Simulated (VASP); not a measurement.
# KF in VASP: notebook

KF is run at these levels: LDA; tasks: single point.

All numbers are computed with VASP 6.6.1; they aren't measurements. Logs are shortened: lines on timing, memory, paths and dates and some standing lists are left out, and cuts for length are marked.

### 1 The cell of the first run

The structure is trigonal, space group R-3m (No. 166). The conventional cell has a = 4.349 Å, b = 4.349 Å, c = 5.367 Å, α = 90.00°, β = 90.00°, γ = 120.00°. K (site symmetry -3m) has 8 F at 2.67 to 2.68 Å and 6 K at 3.08 Å within 3.5 Å. Within 3.5 Å of F (site symmetry -3m) lie 8 K at 2.67 to 2.68 Å and 6 F at 3.08 Å.

### 2 Single point, LDA (equal xy, yz and zx engineering shears of +0.5 %)

INCAR reads:

```
SYSTEM = KF
PREC = Accurate
ENCUT = 520
EDIFF = 1E-6
ISMEAR = 0
SIGMA = 0.01
LREAL = .FALSE.
LASPH = .TRUE.
NELM = 60
ALGO = Normal
ISIF = 2
LWAVE = .FALSE.
LCHARG = .FALSE.
GGA = CA
NBANDS = 15
```

KPOINTS reads:

```
Automatic mesh
0
G
  8 8 8
  0 0 0
```

POSCAR reads:

```
KF
1.0
    3.0832301891      0.0077080755      0.0077080755
    0.0077080755      3.0832301891      0.0077080755
    0.0077080755      0.0077080755      3.0832301891
K F
1 1
Direct
    0.0000000000      0.0000000000      0.0000000000
    0.5000000000      0.5000000000      0.5000000000
```

Potentials or basis: VASP PAW LDA potentials, release 64 (K_sv, F).

Started as:

```console
$ cat potpaw_LDA.64/K_sv/POTCAR potpaw_LDA.64/F/POTCAR > POTCAR
$ mpirun -np 1 vasp_std > vasp.out
```

OUTCAR:

```text
SYSTEM = KF
   PREC = Accurate
   ENCUT = 520
   EDIFF = 1E-6
   ISMEAR = 0
   LREAL = .FALSE.
   LASPH = .TRUE.
   NELM = 60
   ISIF = 2
   GGA = CA

 ion  position               nearest neighbor table
   1  0.000  0.000  0.000-   2 2.67   2 2.67   2 2.67   2 2.67   2 2.67   2 2.67   2 2.68   2 2.68

   2  0.500  0.500  0.500-   1 2.67   1 2.67   1 2.67   1 2.67   1 2.67   1 2.67   1 2.68   1 2.68

  LATTYP: Found a trigonal (rhomboedric) cell.
 ALAT       =     3.0832494592
 COS(alpha) =     0.0050061874

  Lattice vectors:

 A1 = (   3.0832301891,   0.0077080755,   0.0077080755)
 A2 = (   0.0077080755,   3.0832301891,   0.0077080755)
 A3 = (   0.0077080755,   0.0077080755,   3.0832301891)

Analysis of symmetry for initial positions (statically):
=====================================================================
 Subroutine PRICEL returns:
 Original cell was already a primitive cell.

 Routine SETGRP: Setting up the symmetry group for a
 trigonal (rhombohedral) supercell.

 Subroutine GETGRP returns: Found 12 space group operations
 (whereof 12 operations were pure point group operations)
 out of a pool of 12 trial point group operations.

The static configuration has the point symmetry D_3d.

Analysis of symmetry for dynamics (positions and initial velocities):
=====================================================================
 Subroutine PRICEL returns:
 Original cell was already a primitive cell.

 Routine SETGRP: Setting up the symmetry group for a
 trigonal (rhombohedral) supercell.

 Subroutine GETGRP returns: Found 12 space group operations
 (whereof 12 operations were pure point group operations)
 out of a pool of 12 trial point group operations.

The dynamic configuration has the point symmetry D_3d.

 Subroutine INISYM returns: Found 12 space group operations
 (whereof 12 operations are pure point group operations),
 and found     1 'primitive' translations

----------------------------------------------------------------------------------------

                                     Primitive cell

  volume of cell :      29.3096

  direct lattice vectors                    reciprocal lattice vectors
     3.083230189  0.007708075  0.007708075     0.324339218 -0.000808826 -0.000808826
     0.007708075  3.083230189  0.007708075    -0.000808826  0.324339218 -0.000808826
     0.007708075  0.007708075  3.083230189    -0.000808826 -0.000808826  0.324339218

  length of vectors
     3.083249459  3.083249459  3.083249459     0.324341235  0.324341235  0.324341235

  position of ions in fractional coordinates (direct lattice)
     0.000000000  0.000000000  0.000000000
     0.500000000  0.500000000  0.500000000

  ion indices of the primitive-cell ions
   primitive index   ion index
                 1           1
                 2           2

----------------------------------------------------------------------------------------

 KPOINTS: Automatic mesh

Automatic generation of k-mesh.
 Grid dimensions read from file:
 generate k-points for:    8    8    8

 Generating k-lattice:

  Cartesian coordinates                     Fractional coordinates (reciprocal lattice)
     0.040542402 -0.000101103 -0.000101103     0.125000000  0.000000000  0.000000000
    -0.000101103  0.040542402 -0.000101103     0.000000000  0.125000000  0.000000000
    -0.000101103 -0.000101103  0.040542402     0.000000000  0.000000000  0.125000000

  Length of vectors
     0.040542654  0.040542654  0.040542654

  Shift w.r.t. Gamma in fractional coordinates (k-lattice)
     0.000000000  0.000000000  0.000000000

 Subroutine IBZKPT returns following result:
 ===========================================

 Found     65 irreducible k-points:

 Following reciprocal coordinates:
            Coordinates               Weight
  0.000000  0.000000  0.000000      1.000000
  0.125000  0.000000  0.000000      6.000000
  0.250000  0.000000  0.000000      6.000000
  0.375000 -0.000000 -0.000000      6.000000
  0.500000  0.000000  0.000000      3.000000
  0.125000  0.125000  0.000000      6.000000
[... 16 lines left out ...]
  0.250000  0.125000  0.125000      6.000000
  0.375000  0.125000  0.125000      6.000000
 [... further k-points ...]
   k-points           NKPTS =     65   k-points in BZ     NKDIM =     65   number of bands    NBANDS=     15
   number of dos      NEDOS =    301   number of ions     NIONS =      2
   total plane-waves  NPLWV =  13824
   dimension x,y,z NGX =    24 NGY =   24 NGZ =   24
   dimension x,y,z NGXF=    48 NGYF=   48 NGZF=   48
   ions per type =               1   1
   NGX,Y,Z   is equivalent  to a cutoff of  12.94, 12.94, 12.94 a.u.
   NGXF,Y,Z  is equivalent  to a cutoff of  25.88, 25.88, 25.88 a.u.
 SYSTEM =  KF
   PREC   = accura    normal or accurate (medium, high low for compatibility)
   ISTART =      0    job   : 0-new  1-cont  2-samecut
   ICHARG =      2    charge: 1-file 2-atom 10-const
   ISPIN  =      1    spin polarized calculation?
   LNONCOLLINEAR =      F non collinear calculations
   LSORBIT =      F    spin-orbit coupling
   LASPH  =      T    aspherical Exc in radial PAW
   ENCUT  =  520.0 eV  38.22 Ry    6.18 a.u.   5.73  5.73  5.73*2*pi/ulx,y,z
   NELM   =     60;   NELMIN=  2; NELMDL= -5     # of ELM steps
   EDIFF  = 0.1E-05   stopping-criterion for ELM
   LREAL  =      F    real-space projection
   EDIFFG = 0.1E-04   stopping-criterion for IOM
   NSW    =      0    number of steps for IOM
   IBRION =     -1    ionic relax: 0-MD 1-quasi-New 2-CG
   NFREE  =      0    steps in history (QN), initial steepest desc. (CG)
   ISIF   =      2    stress and relaxation
   ISYM   =      2    0-nonsym 1-usesym 2-fastsym
   POTIM  = 0.5000    time-step for ionic-motion
   TEBEG  =    0.0;   TEEND  =   0.0 temperature during run
   PSTRESS=    0.0 pullay stress
   NELECT =      16.0000    total number of electrons
   NUPDOWN=      -1.0000    fix difference up-down
   EMIN   =  10.00;   EMAX   =-10.00  energy-range for DOS
   EFERMI =   0.00;   METHOD = LEGACY
   ISMEAR =     0;   SIGMA  =   0.01  broadening in eV -4-tet -1-fermi 0-gaus
   EFERMI_NEDOS =   21; number of points for ismear=-14 and -15
   IALGO  =     38    algorithm
   IMIX   =      4    mixing-type and parameters
     AMIX     =   0.40;   BMIX     =  1.00
     AMIX_MAG =   1.60;   BMIX_MAG =  1.00
  volume/ion in A,a.u.               =      14.65        98.90
  Fermi-wavevector in a.u.,A,eV,Ry     =   1.337966  2.528388 24.356493  1.790152
  Thomas-Fermi vector in A             =   2.466473
   LORBIT       =      0    0 simple, 1 ext, 2 COOP (PROOUT), +10 PAW based schemes
   GGA     = CA    functional components
   LHFCALC =     F    Hartree Fock is set to
   AEXX    =    0.0000 exact exchange contribution
   IVDW    =     0    specifies the selected vdW correction
   LEPSILON=     F    determine dielectric tensor
   LRPA    =     F    only Hartree local field effects (RPA)
 non-spin polarized calculation
 Gauss-broadening in eV      SIGMA  =   0.01
  energy-cutoff  :      520.00
  volume of cell :       29.31
 maximum number of plane-waves:       810
   NGX = 11   NGY = 11   NGZ = 11

 number of electron      16.0000014 magnetization

 Free energy of the ion-electron system (eV)
  ---------------------------------------------------
  ext. energy  EPLUGINS =         0.00000000
  ---------------------------------------------------
  free energy    TOTEN  =        -8.96764428 eV

  energy without entropy =       -8.96764428  energy(sigma->0) =       -8.96764428

 E-fermi :  -1.7850     XC(G=0): -10.5625

 val. band max:       -1.8741901740   @ k =   0.5000   0.5000   0.0000
 cond. band min:       5.3306165273   @ k =   0.0000   0.0000   0.0000
 fundamental gap:      7.2048067013
 Fermi energy:        -1.7849777290

 k-point     1 :       0.0000    0.0000    0.0000
  band No.  band energies     occupation
      1     -28.0826      2.00000
      2     -20.4824      2.00000
      3     -11.0662      2.00000
      4     -11.0662      2.00000
      5     -11.0571      2.00000
      6      -1.8796      2.00000
      7      -1.8755      2.00000
      8      -1.8755      2.00000
      9       5.3306      0.00000
     10       6.3517      0.00000
     11       6.3517      0.00000
     12      13.0205      0.00000
     13      13.0205      0.00000
     14      13.0444      0.00000
     15      21.0871      0.00000

 k-point     2 :       0.1250    0.0000    0.0000
  band No.  band energies     occupation
      1     -28.0460      2.00000
      2     -20.5001      2.00000
      3     -11.2220      2.00000
      4     -11.0371      2.00000
      5     -11.0315      2.00000
      6      -2.1450      2.00000
      7      -1.9083      2.00000
      8      -1.9083      2.00000
      9       5.8061      0.00000
     10       6.4952      0.00000
     11       6.8317      0.00000
     12      12.7147      0.00000
     13      12.7193      0.00000
     14      13.0898      0.00000
     15      19.8637      0.00000

 k-point     3 :       0.2500    0.0000    0.0000
  band No.  band energies     occupation
      1     -27.9557      2.00000
      2     -20.5472      2.00000
      3     -11.5781      2.00000
      4     -10.9656      2.00000
      5     -10.9613      2.00000
      6      -2.7182      2.00000
      7      -1.9904      2.00000
      8      -1.9839      2.00000
      9       6.8795      0.00000
     10       6.8804      0.00000
     11       8.1346      0.00000
     12      12.0794      0.00000
     13      12.0956      0.00000
     14      13.2430      0.00000
     15      17.7833      0.00000
[... 343 lines left out ...]
 k-point    23 :       0.2500    0.1250    0.1250
  band No.  band energies     occupation
      1     -27.8923      2.00000
      2     -20.5284      2.00000
      3     -11.6020      2.00000
      4     -11.1502      2.00000
      5     -11.1102      2.00000
      6      -2.6470      2.00000
      7      -2.1443      2.00000
      8      -2.0720      2.00000
      9       7.4286      0.00000
     10       7.5612      0.00000
     11       8.4534      0.00000
     12      11.4729      0.00000
     13      11.6317      0.00000
     14      12.3455      0.00000
     15      18.8528      0.00000

 k-point    24 :       0.3750    0.1250    0.1250
  band No.  band energies     occupation
      1     -27.8045      2.00000
      2     -20.5500      2.00000
      3     -11.9522      2.00000
      4     -11.1133      2.00000
      5     -11.0668      2.00000
      6      -3.0047      2.00000
      7      -2.2519      2.00000
      8      -2.0446      2.00000
      9       7.9478      0.00000
     10       8.2728      0.00000
     11       9.3040      0.00000
     12      10.8754      0.00000
     13      11.8859      0.00000
     14      12.3186      0.00000
     15      17.4924      0.00000

 [... further k-points ...]
[... 5 lines left out ...]
  --------------------------------------------------------------------------------------
  -------------------------------------------------------------------------------------
  Total        0.0657595      0.0657595      0.0657595     -0.0155213     -0.0155213     -0.0155213
  in kB        3.5946743      3.5946743      3.5946743     -0.8484534     -0.8484534     -0.8484534
  external PRESSURE =       3.5946743 kB  Pullay stress =       0.0000000 kB

 VOLUME and BASIS-vectors are now :
 -----------------------------------------------------------------------------
  energy-cutoff  :      520.00
  volume of cell :       29.31
      direct lattice vectors                 reciprocal lattice vectors
     3.083230189  0.007708075  0.007708075     0.324339218 -0.000808826 -0.000808826
     0.007708075  3.083230189  0.007708075    -0.000808826  0.324339218 -0.000808826
     0.007708075  0.007708075  3.083230189    -0.000808826 -0.000808826  0.324339218

 POSITION                                       TOTAL-FORCE (eV/Angst)
 -----------------------------------------------------------------------------------
      0.00000      0.00000      0.00000        -0.000000      0.000000      0.000000
      1.54932      1.54932      1.54932         0.000000     -0.000000      0.000000
 -----------------------------------------------------------------------------------
    total drift:                                0.000000      0.000000     -0.000000

  FREE ENERGIE OF THE ION-ELECTRON SYSTEM (eV)
  ---------------------------------------------------
  free  energy   TOTEN  =        -8.9676442782 eV

  energy  without entropy=       -8.9676442782  energy(sigma->0) =       -8.96764428
```

Wall time 17 s (1 thread of AMD EPYC 7R43 (Zen 3), shared host); peak memory 0.11 GiB.

What came out:

| Property | Result |
| --- | --- |
| Free energy | -8.9676 eV |
| Pressure | 0.4 GPa |
| Band gap on the k mesh | 7.20 eV, indirect (the least direct gap lies 1.3 meV higher) |

Levels at points of the mesh, in eV from the valence-band top:
```tsv
k point	band 4	band 5	band 6	band 7	band 8	band 9	band 10	band 11	band 12	band 13
(0.00, 0.00, 0.00)	-9.19	-9.18	-0.01	0.00	0.00	7.20	8.23	8.23	14.89	14.89
(0.50, 0.00, 0.00)	-8.99	-8.98	-1.54	-0.24	-0.22	9.44	10.25	12.33	13.24	13.28
(0.50, 0.50, 0.00)	-10.43	-8.85	-0.64	-0.62	0.00	8.71	9.32	12.44	12.46	15.86
(0.50, 0.50, 0.50)	-10.06	-10.06	-1.43	-1.42	-1.42	11.03	11.12	11.12	16.71	16.85
```

Caveat: the cell differs from its parent crystal (equal xy, yz and zx engineering shears of +0.5 %).

### 3 Single point, LDA (atom 1 moved by [0.01, 0.01, 0.01] A)

INCAR reads:

```
PREC     = Accurate       # precision mode
ENCUT    = 520            # plane-wave cutoff, eV
EDIFF    = 1E-6           # SCF threshold, eV
ISMEAR   = 0              # smearing method
SIGMA    = 0.01           # smearing width, eV
LREAL    = False          # projectors in reciprocal space
LASPH    = True           # aspherical terms in the spheres
NELM     = 100            # most SCF steps
ALGO     = Normal         # electronic algorithm
ISIF     = 2              # what is computed and relaxed
LWAVE    = False          # write WAVECAR
LCHARG   = False          # write CHGCAR
GGA      = CA             # functional
NBANDS   = 15             # bands
```

KPOINTS reads:

```
regular mesh
0
Gamma
  8 8 8
```

POSCAR reads:

```
KF
1.0
    3.0832301891      0.0000000000      0.0000000000
    0.0000000000      3.0832301891      0.0000000000
    0.0000000000      0.0000000000      3.0832301891
K F
1 1
Direct
    0.0032433517      0.0032433517      0.0032433517
    0.5000000000      0.5000000000      0.5000000000
```

Potentials or basis: VASP PAW LDA potentials, release 64 (K_sv, F).

Started as:

```console
$ cat potpaw_LDA.64/K_sv/POTCAR potpaw_LDA.64/F/POTCAR > POTCAR
$ mpirun -np 1 vasp_std > vasp.out
```

OUTCAR:

```text
PREC = Accurate
   ENCUT = 520
   EDIFF = 1E-6
   ISMEAR = 0
   LREAL = False
   LASPH = True
   NELM = 100
   ISIF = 2
   GGA = CA

 ion  position               nearest neighbor table
   1  0.003  0.003  0.003-   2 2.65   2 2.66   2 2.66   2 2.66   2 2.68   2 2.68   2 2.68   2 2.69

   2  0.500  0.500  0.500-   1 2.65   1 2.66   1 2.66   1 2.66   1 2.68   1 2.68   1 2.68   1 2.69

  LATTYP: Found a simple cubic cell.
 ALAT       =     3.0832301891

  Lattice vectors:

 A1 = (   3.0832301891,   0.0000000000,   0.0000000000)
[... 610 lines left out ...]
     11       8.4606      0.00000
     12      11.4751      0.00000
     13      11.6627      0.00000
     14      12.3802      0.00000
     15      18.8122      0.00000

 [... further k-points ...]
[... 5 lines left out ...]
  --------------------------------------------------------------------------------------
  -------------------------------------------------------------------------------------
  Total        0.0660251      0.0660251      0.0660251      0.0008895      0.0008895      0.0008895
  in kB        3.6091227      3.6091227      3.6091227      0.0486206      0.0486206      0.0486206
  external PRESSURE =       3.6091227 kB  Pullay stress =       0.0000000 kB

 VOLUME and BASIS-vectors are now :
 -----------------------------------------------------------------------------
  energy-cutoff  :      520.00
  volume of cell :       29.31
      direct lattice vectors                 reciprocal lattice vectors
     3.083230189  0.000000000  0.000000000     0.324335174  0.000000000  0.000000000
     0.000000000  3.083230189  0.000000000     0.000000000  0.324335174  0.000000000
     0.000000000  0.000000000  3.083230189     0.000000000  0.000000000  0.324335174

 POSITION                                       TOTAL-FORCE (eV/Angst)
 -----------------------------------------------------------------------------------
      0.01000      0.01000      0.01000        -0.016454     -0.016454     -0.016454
      1.54162      1.54162      1.54162         0.016454      0.016454      0.016454
 -----------------------------------------------------------------------------------
    total drift:                               -0.000100     -0.000100     -0.000100

  FREE ENERGIE OF THE ION-ELECTRON SYSTEM (eV)
  ---------------------------------------------------
  free  energy   TOTEN  =        -8.9675093685 eV

  energy  without entropy=       -8.9675093685  energy(sigma->0) =       -8.96750937
```

OSZICAR:

```text
N       E                     dE             d eps       ncg     rms          rms(c)
DAV:   1     0.117098331133E+03    0.11710E+03   -0.84703E+03  1950   0.107E+03
DAV:   2    -0.548584309236E+01   -0.12258E+03   -0.11007E+03  2511   0.301E+02
DAV:   3    -0.995624834788E+01   -0.44704E+01   -0.44468E+01  2381   0.527E+01
DAV:   4    -0.100675541710E+02   -0.11131E+00   -0.11127E+00  2724   0.825E+00
DAV:   5    -0.100704696889E+02   -0.29155E-02   -0.29155E-02  2639   0.103E+00    0.605E+00
DAV:   6    -0.905193469121E+01    0.10185E+01   -0.22893E+00  2076   0.146E+01    0.484E+00
DAV:   7    -0.899983767627E+01    0.52097E-01   -0.76105E-02  2544   0.228E+00    0.279E+00
DAV:   8    -0.896756009667E+01    0.32278E-01   -0.43065E-02  2342   0.204E+00    0.255E-01
DAV:   9    -0.896754797776E+01    0.12119E-04   -0.26875E-03  2407   0.517E-01    0.922E-02
DAV:  10    -0.896750677644E+01    0.41201E-04   -0.22648E-04  2620   0.175E-01    0.515E-02
DAV:  11    -0.896751590190E+01   -0.91255E-05   -0.24210E-05  2296   0.662E-02    0.204E-02
DAV:  12    -0.896750934707E+01    0.65548E-05   -0.13433E-05  2314   0.439E-02    0.232E-03
DAV:  13    -0.896750936848E+01   -0.21415E-07   -0.79122E-07  1816   0.830E-03
   1 F= -.89675094E+01 E0= -.89675094E+01  d E =-.740812E-41
```

Wall time 16 s (1 thread of AMD EPYC 7R43 (Zen 3), shared host); peak memory 0.11 GiB.

What came out:

| Property | Result |
| --- | --- |
| Free energy | -8.9675 eV |
| Pressure | 0.4 GPa |
| Largest force | 0.028 eV/Å |
| Band gap on the k mesh | 7.21 eV, indirect (the least direct gap lies 2.3 meV higher) |

Forces in eV/Å, atoms in the order of the input:
```
K   -0.016 -0.016 -0.016
F    0.016  0.016  0.016
```

Caveat: the cell differs from its parent crystal (atom 1 moved by [0.01, 0.01, 0.01] A). A k mesh can miss the band edges.

[end of part 1 of 2]
